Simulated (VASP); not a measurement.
Write the native input for VASP 6.6.1 that does the following.

* Task: single point
* Functional: LDA
* Potentials or basis: VASP PAW LDA potentials, release 64 (Fe)
* Cutoff: 520 eV
* k mesh: 13 × 13 × 13
* Occupations: fermi-dirac, width 0.05 eV
* Spin: collinear spin, ferromagnetic start
* Starting moments: [3.0] μB
* Dipole correction: no
* Further INCAR settings: ALGO = Fast; EDIFF = 1e-07; NBANDS = 14

The structure of Fe lies in POSCAR:

```
Fe
1.0
   -1.4619890197      1.4619890197      1.4619890197
    1.4619890197     -1.4619890197      1.4619890197
    1.4619890197      1.4619890197     -1.4619890197
Fe
1
Direct
    0.0000000000      0.0000000000      0.0000000000
```

This cell differs from its parent crystal: volume scaled by 1.04.

One way to write it, as run:

INCAR

```
  PREC = Accurate
  ENCUT = 520
  EDIFF = 1E-7
  ISMEAR = -1
  SIGMA = 0.05
  LREAL = F
  LASPH = T
  NELM = 150
  ALGO = Fast
  ISIF = 2
  LWAVE = F
  LCHARG = F
  ISPIN = 2
  MAGMOM = 3
  LORBIT = 11
  LMAXMIX = 4
  GGA = CA
  NBANDS = 14
```

KPOINTS

```
Automatic mesh
0
Gamma
  13 13 13
```

Potentials or basis: VASP PAW LDA potentials, release 64 (Fe).

Run with:

```sh
$ cat potpaw_LDA.64/Fe/POTCAR > POTCAR
$ mpirun -np 1 vasp_std > vasp.out
```

It gave:

| Quantity | Value |
| --- | --- |
| Pressure | -29.7 GPa |
| Net moment | 2.28 μB per cell |
| Site moments | Fe +2.26 μB |
| Valence electrons inside the program's atomic spheres | Fe 7.10 |

Run time: 38 s on 1 thread of Intel(R) Xeon(R) Platinum 8488C (Sapphire Rapids), with other jobs on the host, peak memory 0.13 GiB.
